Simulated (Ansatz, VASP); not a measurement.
# NaF in VASP and in Ansatz

Contents of POSCAR:

```
NaF
1.0
    0.0379689203      2.5312613515      2.5312613515
    2.5312613515      0.0379689203      2.5312613515
    2.5692302718      2.5692302718      0.0000000000
Na F
1 1
Direct
    0.0034341474      0.0034341474     -0.0034341474
    0.2465658526      0.2465658526      0.2534341474
```

Contents of INCAR.step1:

```
SYSTEM = NaF
PREC     = Accurate       ! precision mode
ENCUT    = 520            ! plane-wave cutoff, eV
ISMEAR   = 0              ! smearing method
SIGMA    = 0.01           ! smearing width, eV
LREAL    = .False.        ! projectors in reciprocal space
LASPH    = .True.         ! aspherical terms in the spheres
NELM     = 100            ! most SCF steps
NBANDS   = 14             ! bands
GGA      = PE             ! functional
ALGO     = Normal         ! electronic algorithm
EDIFF    = 1E-4           ! SCF threshold, eV
LWAVE    = .True.         ! write WAVECAR
LCHARG   = .False.        ! write CHGCAR
```

File INCAR.step2:

```
SYSTEM = NaF
PREC     = Accurate       ! precision mode
ENCUT    = 520            ! plane-wave cutoff, eV
EDIFF    = 1E-6           ! SCF threshold, eV
ISMEAR   = 0              ! smearing method
SIGMA    = 0.01           ! smearing width, eV
LREAL    = .False.        ! projectors in reciprocal space
LASPH    = .True.         ! aspherical terms in the spheres
NELM     = 100            ! most SCF steps
ALGO     = Normal         ! electronic algorithm
ISIF     = 2              ! what is computed and relaxed
LWAVE    = .False.        ! write WAVECAR
LCHARG   = .False.        ! write CHGCAR
METAGGA  = R2SCAN         ! meta-GGA
LMIXTAU  = .True.       
NBANDS   = 14             ! bands
ISTART   = 1
```

File KPOINTS:

```
regular mesh
0
Gamma
  8 8 8
  0 0 0
```

Input for Ansatz:

```yaml
crystal:
  lattice:
    - [0.0379689203, 2.5312613515, 2.5312613515]
    - [2.5312613515, 0.0379689203, 2.5312613515]
    - [2.5692302718, 2.5692302718, 0.0]
  atoms:
    - { symbol: Na, position: [0.0034341474, 0.0034341474, -0.0034341474] }
    - { symbol: F, position: [0.2465658526, 0.2465658526, 0.2534341474] }
kpoints:
  mp_grid: { grid: [8, 8, 8] }
  band_path:
    path:
      - [0.0, 0.0, 0.0]
      - [-0.5, -0.5, 0.0]
      - [-0.375, -0.375, 0.25]
      - [-0.375, 0.0, 0.375]
      - [0.0, 0.0, 0.5]
      - [-0.5, -0.25, 0.25]
    npoints: 1
hamiltonian:
  xc: r2scan
scf:
  occupations: { method: fixed }
  n_extra_bands: 4
output:
  forces: true
  stress: true
  eigenvalues: true
```

Change from the starting cell: shear_xy strain +3.0%.

Alike in both runs: task single point; functional r2SCAN; k mesh 8 × 8 × 8; no spin polarisation.

```csv
,VASP,Ansatz
version,VASP 6.6.1,Ansatz 0.2.0
potentials or method,"VASP PAW PBE potentials, release 64 (Na_pv, F)","plane waves, PAW"
plane-wave cutoff (eV),520,500
occupations,"gaussian, width 0.01 eV",fixed
valence electrons in the cell,14,16
```

Ansatz gave:

- gap on the k mesh at the Fermi level (eV): 6.22
- pressure (GPa): 0.0
- traceless stress, the component that is largest in VASP (GPa): -0.42
- rms of the force components (eV/Å): 0.001

Question: What did VASP give for the same quantities?

Answer: gap on the k mesh at the Fermi level (eV): 6.24; pressure (GPa): -0.4; traceless stress, the component that is largest in VASP (GPa): -0.40; rms of the force components (eV/Å): 0.004.

VASP's potentials were made for PBE, not for r2SCAN. Atom by atom the forces differ by 0.003 eV/Å (rms over components). VASP's potentials hold 14 valence electrons a cell and Ansatz's 16, so a difference there can come from the potentials and not from the codes.
